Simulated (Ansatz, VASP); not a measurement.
## One calculation of BaTiO3, two programs

```xyz
5
Lattice="4.0846 0.0000 0.0000 0.0000 4.0846 0.0000 0.0000 0.0000 4.0846" Properties=species:S:1:pos:R:3 pbc="T T T"
Ba    2.0423    2.0423    2.0423
Ti    0.0000    0.0000    0.0000
O     0.0000    0.0000    2.0423
O     0.0000    2.0423    0.0000
O     2.0423    0.0000    0.0000
```

Change from the starting cell: volume scaled by 1.06.

Alike in both runs: task single point; functional PBEsol; k mesh 7 × 7 × 7; occupations fermi-dirac, width 0.05 eV; no spin polarisation.

```csv
,VASP,Ansatz
version,VASP 6.6.1,Ansatz 0.2.0
potentials or method,"VASP PAW PBE potentials, release 64 (Ba_sv, Ti_sv, O), cutoff 520 eV","all-electron LAPW, scalar-relativistic"
```

|  | VASP | Ansatz | Ansatz less VASP |
| --- | --- | --- | --- |
| gap on the k mesh at the Fermi level (eV) | 1.64 | 1.69 | +0.054 |
| least direct gap on the mesh (eV) | 1.78 | 1.80 | +0.021 |
| pressure (GPa) | -11.2 | -12.7 | -1.44 |

VASP's potentials were made for PBE, not for PBEsol. Ansatz ran all-electron here, and VASP with PAW potentials.

Neither program's run includes spin-orbit coupling.
